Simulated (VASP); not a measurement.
# ScBSbP3 (Pmmm) in VASP: a series of runs

ScBSbP3 is run at these levels: PBE; tasks: single point.

Program: VASP 6.6.1. These are calculated values, not measurements. Logs are shortened: lines on timing, memory, paths and dates and some standing lists are left out, and cuts for length are marked.

### 1 The cell of the first run

The structure is orthorhombic, space group Pmmm (No. 47). The conventional cell has a = 3.818 Å, b = 4.622 Å, c = 7.663 Å, α = 90.00°, β = 90.00°, γ = 90.00°. Sc (site symmetry mmm) has 4 Sc at 3.82 to 4.62 Å and 10 P at 3.83 to 4.36 Å and 4 B at 4.47 Å and 8 Sb at 4.86 Å within 5.0 Å. B (site symmetry mmm) has 2 Sb at 1.91 Å and 6 P at 2.31 to 2.42 Å within 2.5 Å. Within 2.0 Å of Sb (site symmetry mmm) lie 2 P at 1.48 Å and 2 B at 1.91 Å. P (site symmetry m2m) has 1 Sb at 1.48 Å and 1 P at 1.65 Å within 2.0 Å. Within 2.8 Å of P (site symmetry mmm) lie 4 P at 2.08 Å and 2 B at 2.31 Å.

The cell was built from a structure type or drawn by symmetry, and may not be a known phase.

### 2 Single point, PBE

INCAR

```
  ALGO = Normal
  EDIFF = 1E-6
  ENCUT = 520
  GGA = PE
  ISIF = 2
  ISMEAR = 0
  LASPH = T
  LCHARG = F
  LREAL = F
  LWAVE = F
  NBANDS = 26
  NELM = 60
  PREC = Accurate
  SIGMA = 0.1
```

KPOINTS

```
k-points
0
Gamma
  4 4 2
```

POSCAR

```
ScBSbP3
1.0
    3.8177558100      0.0000000000      0.0000000000
    0.0000000000      4.6216045800      0.0000000000
    0.0000000000      0.0000000000      7.6630334700
Sc B Sb P
1 1 1 3
Direct
    0.0000000000      0.5000000000      0.5000000000
    0.0000000000      0.0000000000      0.0000000000
    0.5000000000      0.0000000000      0.0000000000
    0.5000000000      0.6788967700      0.0000000000
    0.5000000000      0.3211032300      0.0000000000
    0.0000000000      0.5000000000      0.0000000000
```

Potentials or basis: VASP PAW PBE potentials, release 64 (Sc_sv, B, Sb, P).

Started as:

```bash
$ cat potpaw_PBE.64/Sc_sv/POTCAR potpaw_PBE.64/B/POTCAR potpaw_PBE.64/Sb/POTCAR potpaw_PBE.64/P/POTCAR > POTCAR
$ mpirun -np 1 vasp_std > vasp.out
```

OUTCAR:

```text
EDIFF = 1E-6
   ENCUT = 520
   GGA = PE
   ISIF = 2
   ISMEAR = 0
   LASPH = T
   LREAL = F
   NELM = 60
   PREC = Accurate

 ion  position               nearest neighbor table
   1  0.000  0.500  0.500-
   2  0.000  0.000  0.000-   3 1.91   3 1.91   6 2.31   6 2.31   5 2.42   4 2.42   4 2.42   5 2.42

   3  0.500  0.000  0.000-   4 1.48   5 1.48   2 1.91   2 1.91   6 3.00   6 3.00   6 3.00   6 3.00
                             4 3.14   5 3.14
   4  0.500  0.679  0.000-   3 1.48   5 1.65   6 2.08   6 2.08   2 2.42   2 2.42   3 3.14
   5  0.500  0.321  0.000-   3 1.48   4 1.65   6 2.08   6 2.08   2 2.42   2 2.42   3 3.14
   6  0.000  0.500  0.000-   4 2.08   5 2.08   4 2.08   5 2.08   2 2.31   2 2.31   3 3.00   3 3.00
                             3 3.00   3 3.00

 -----------------------------------------------------------------------------
|                                                                             |
|           W    W    AA    RRRRR   N    N  II  N    N   GGGG   !!!           |
|           W    W   A  A   R    R  NN   N  II  NN   N  G    G  !!!           |
|           W    W  A    A  R    R  N N  N  II  N N  N  G       !!!           |
|           W WW W  AAAAAA  RRRRR   N  N N  II  N  N N  G  GGG   !            |
|           WW  WW  A    A  R   R   N   NN  II  N   NN  G    G                |
|           W    W  A    A  R    R  N    N  II  N    N   GGGG   !!!           |
|                                                                             |
|     The distance between some ions is very small. Please check the          |
|     nearest-neighbor list in the OUTCAR file.                               |
|     I HOPE YOU KNOW WHAT YOU ARE DOING!                                     |
|                                                                             |
 -----------------------------------------------------------------------------

  LATTYP: Found a simple orthorhombic cell.
 ALAT       =     3.8177558100
 B/A-ratio  =     1.2105553131
 C/A-ratio  =     2.0072089079

  Lattice vectors:

 A1 = (   3.8177558100,   0.0000000000,   0.0000000000)
 A2 = (   0.0000000000,   4.6216045800,   0.0000000000)
 A3 = (   0.0000000000,   0.0000000000,   7.6630334700)

Analysis of symmetry for initial positions (statically):
=====================================================================
 Subroutine PRICEL returns:
 Original cell was already a primitive cell.

 Routine SETGRP: Setting up the symmetry group for a
 simple orthorhombic supercell.

 Subroutine GETGRP returns: Found  8 space group operations
 (whereof  8 operations were pure point group operations)
 out of a pool of  8 trial point group operations.

The static configuration has the point symmetry D_2h.

Analysis of symmetry for dynamics (positions and initial velocities):
=====================================================================
 Subroutine PRICEL returns:
 Original cell was already a primitive cell.

 Routine SETGRP: Setting up the symmetry group for a
 simple orthorhombic supercell.

 Subroutine GETGRP returns: Found  8 space group operations
 (whereof  8 operations were pure point group operations)
 out of a pool of  8 trial point group operations.

The dynamic configuration has the point symmetry D_2h.

 Subroutine INISYM returns: Found  8 space group operations
 (whereof  8 operations are pure point group operations),
 and found     1 'primitive' translations

----------------------------------------------------------------------------------------

                                     Primitive cell

  volume of cell :     135.2078

  direct lattice vectors                    reciprocal lattice vectors
     3.817755810  0.000000000  0.000000000     0.261933987  0.000000000  0.000000000
     0.000000000  4.621604580  0.000000000     0.000000000  0.216375067  0.000000000
     0.000000000  0.000000000  7.663033470     0.000000000  0.000000000  0.130496624

  length of vectors
     3.817755810  4.621604580  7.663033470     0.261933987  0.216375067  0.130496624

  position of ions in fractional coordinates (direct lattice)
     0.000000000  0.500000000  0.500000000
     0.000000000  0.000000000  0.000000000
     0.500000000  0.000000000  0.000000000
     0.500000000  0.678896770  0.000000000
     0.500000000  0.321103230  0.000000000
     0.000000000  0.500000000  0.000000000

  ion indices of the primitive-cell ions
   primitive index   ion index
                 1           1
                 2           2
                 3           3
                 4           4
                 5           5
                 6           6

----------------------------------------------------------------------------------------

 KPOINTS: k-points

Automatic generation of k-mesh.
 Grid dimensions read from file:
 generate k-points for:    4    4    2

 Generating k-lattice:

  Cartesian coordinates                     Fractional coordinates (reciprocal lattice)
     0.065483497  0.000000000  0.000000000     0.250000000  0.000000000  0.000000000
     0.000000000  0.054093767  0.000000000     0.000000000  0.250000000  0.000000000
     0.000000000  0.000000000  0.065248312     0.000000000  0.000000000  0.500000000

  Length of vectors
     0.065483497  0.054093767  0.065248312

  Shift w.r.t. Gamma in fractional coordinates (k-lattice)
     0.000000000  0.000000000  0.000000000

 Subroutine IBZKPT returns following result:
 ===========================================

 Found     18 irreducible k-points:

 Following reciprocal coordinates:
            Coordinates               Weight
  0.000000  0.000000  0.000000      1.000000
  0.250000  0.000000  0.000000      2.000000
  0.500000  0.000000  0.000000      1.000000
  0.000000  0.250000  0.000000      2.000000
  0.250000  0.250000  0.000000      4.000000
  0.500000  0.250000  0.000000      2.000000
[... 10 lines left out ...]
  0.250000  0.500000  0.500000      2.000000
  0.500000  0.500000  0.500000      1.000000
   k-points           NKPTS =     18   k-points in BZ     NKDIM =     18   number of bands    NBANDS=     26
   number of dos      NEDOS =    301   number of ions     NIONS =      6
   total plane-waves  NPLWV =  60480
   dimension x,y,z NGX =    28 NGY =   36 NGZ =   60
   dimension x,y,z NGXF=    56 NGYF=   72 NGZF=  120
   ions per type =               1   1   1   3
   NGX,Y,Z   is equivalent  to a cutoff of  12.19, 12.95, 13.02 a.u.
   NGXF,Y,Z  is equivalent  to a cutoff of  24.39, 25.90, 26.03 a.u.
 SYSTEM =  unknown system
   PREC   = accura    normal or accurate (medium, high low for compatibility)
   ISTART =      0    job   : 0-new  1-cont  2-samecut
   ICHARG =      2    charge: 1-file 2-atom 10-const
   ISPIN  =      1    spin polarized calculation?
   LNONCOLLINEAR =      F non collinear calculations
   LSORBIT =      F    spin-orbit coupling
   LASPH  =      T    aspherical Exc in radial PAW
   ENCUT  =  520.0 eV  38.22 Ry    6.18 a.u.   7.10  8.59 14.25*2*pi/ulx,y,z
   NELM   =     60;   NELMIN=  2; NELMDL= -5     # of ELM steps
   EDIFF  = 0.1E-05   stopping-criterion for ELM
   LREAL  =      F    real-space projection
   EDIFFG = 0.1E-04   stopping-criterion for IOM
   NSW    =      0    number of steps for IOM
   IBRION =     -1    ionic relax: 0-MD 1-quasi-New 2-CG
   NFREE  =      0    steps in history (QN), initial steepest desc. (CG)
   ISIF   =      2    stress and relaxation
   ISYM   =      2    0-nonsym 1-usesym 2-fastsym
   POTIM  = 0.5000    time-step for ionic-motion
   TEBEG  =    0.0;   TEEND  =   0.0 temperature during run
   PSTRESS=    0.0 pullay stress
   NELECT =      34.0000    total number of electrons
   NUPDOWN=      -1.0000    fix difference up-down
   EMIN   =  10.00;   EMAX   =-10.00  energy-range for DOS
   EFERMI =   0.00;   METHOD = LEGACY
   ISMEAR =     0;   SIGMA  =   0.10  broadening in eV -4-tet -1-fermi 0-gaus
   EFERMI_NEDOS =   21; number of points for ismear=-14 and -15
   IALGO  =     38    algorithm
   IMIX   =      4    mixing-type and parameters
     AMIX     =   0.40;   BMIX     =  1.00
     AMIX_MAG =   1.60;   BMIX_MAG =  1.00
  volume/ion in A,a.u.               =      22.53       152.07
  Fermi-wavevector in a.u.,A,eV,Ry     =   1.033318  1.952688 14.527562  1.067746
  Thomas-Fermi vector in A             =   2.167559
   LORBIT       =      0    0 simple, 1 ext, 2 COOP (PROOUT), +10 PAW based schemes
   GGA     = PE    functional components
   LHFCALC =     F    Hartree Fock is set to
   AEXX    =    0.0000 exact exchange contribution
   IVDW    =     0    specifies the selected vdW correction
   LEPSILON=     F    determine dielectric tensor
   LRPA    =     F    only Hartree local field effects (RPA)
 non-spin polarized calculation
 Gauss-broadening in eV      SIGMA  =   0.10
  energy-cutoff  :      520.00
  volume of cell :      135.21
 maximum number of plane-waves:      3670
   NGX = 15   NGY = 17   NGZ = 29

 number of electron      33.9999996 magnetization

 Free energy of the ion-electron system (eV)
  ---------------------------------------------------
  ext. energy  EPLUGINS =         0.00000000
  ---------------------------------------------------
  free energy    TOTEN  =        32.28385664 eV

  energy without entropy =       32.33956105  energy(sigma->0) =       32.31170884

 E-fermi :   5.3711     XC(G=0):  -8.6066

 val. band max:        5.3636664420   @ k =   0.5000   0.5000   0.5000
 cond. band min:       5.3732946207   @ k =   0.0000   0.5000   0.5000
 fundamental gap:      0.0096281787
 Fermi energy:         5.3710961263

 k-point     1 :       0.0000    0.0000    0.0000
  band No.  band energies     occupation
      1     -45.9571      2.00000
      2     -24.6289      2.00000
      3     -24.6064      2.00000
      4     -24.3558      2.00000
      5     -15.3764      2.00000
      6      -9.1944      2.00000
[... 18 lines left out ...]
     25       8.1015      0.00000
     26       9.2435      0.00000
[... 470 lines left out ...]
      4     -24.3908      2.00000
      5     -13.4053      2.00000
      6     -12.1329      2.00000
[... 18 lines left out ...]
     25       7.7873      0.00000
     26       8.1789      0.00000

------------------------ aborting loop because EDIFF is reached ----------------------------------------

  FORCE on cell =-STRESS in cart. coord.  units (eV):
  Direction    XX          YY          ZZ          XY          YZ          ZX
  --------------------------------------------------------------------------------------
  -------------------------------------------------------------------------------------
  Total       57.7556012    303.9170160     -4.5956823      0.0000000      0.0000000      0.0000000
  in kB      684.3890266   3601.3385072    -54.4576532      0.0000000      0.0000000      0.0000000
  external PRESSURE =    1410.4232935 kB  Pullay stress =       0.0000000 kB

 VOLUME and BASIS-vectors are now :
 -----------------------------------------------------------------------------
  energy-cutoff  :      520.00
  volume of cell :      135.21
      direct lattice vectors                 reciprocal lattice vectors
     3.817755810  0.000000000  0.000000000     0.261933987  0.000000000  0.000000000
     0.000000000  4.621604580  0.000000000     0.000000000  0.216375067  0.000000000
     0.000000000  0.000000000  7.663033470     0.000000000  0.000000000  0.130496624

 POSITION                                       TOTAL-FORCE (eV/Angst)
 -----------------------------------------------------------------------------------
      0.00000      2.31080      3.83152         0.000000      0.000000      0.000000
      0.00000      0.00000      0.00000         0.000000      0.000000      0.000000
      1.90888      0.00000      0.00000         0.000000      0.000000      0.000000
      1.90888      3.13759      0.00000         0.000000    -66.148962      0.000000
      1.90888      1.48401      0.00000         0.000000     66.148962      0.000000
      0.00000      2.31080      0.00000         0.000000      0.000000      0.000000
 -----------------------------------------------------------------------------------
    total drift:                               -0.000000      0.000000     -0.000000

  FREE ENERGIE OF THE ION-ELECTRON SYSTEM (eV)
  ---------------------------------------------------
  free  energy   TOTEN  =        32.2838566385 eV

  energy  without entropy=       32.3395610510  energy(sigma->0) =       32.31170884
```

Wall time 38 s (1 thread of Intel Xeon 6975P-C (Granite Rapids), shared host); peak memory 0.27 GiB.

Results:

| Quantity | Value |
| --- | --- |
| Free energy | 32.2839 eV |
| Pressure | 141.0 GPa |
| Largest force | 66.149 eV/Å |
| Band gap on the k mesh | zero (bands 17 and 18 overlap by 1.05 eV) |

Forces on the atoms (eV/Å):
```
Sc    0.000   0.000   0.000
B     0.000   0.000   0.000
Sb    0.000   0.000   0.000
P     0.000 -66.149   0.000
P     0.000  66.149   0.000
P     0.000   0.000   0.000
```

Caveat: the k points lie up to 0.41 Å⁻¹ apart, too coarse for converged energies and pressures of a metal; atoms lie so close that the PAW spheres overlap strongly, which falsifies energies and pressures; spin-orbit coupling is left out, which moves the levels of the heavy elements; forces of over 1 eV/Å act on the atoms, so gaps and moduli don't describe the material at rest.

[end of part 1 of 2]
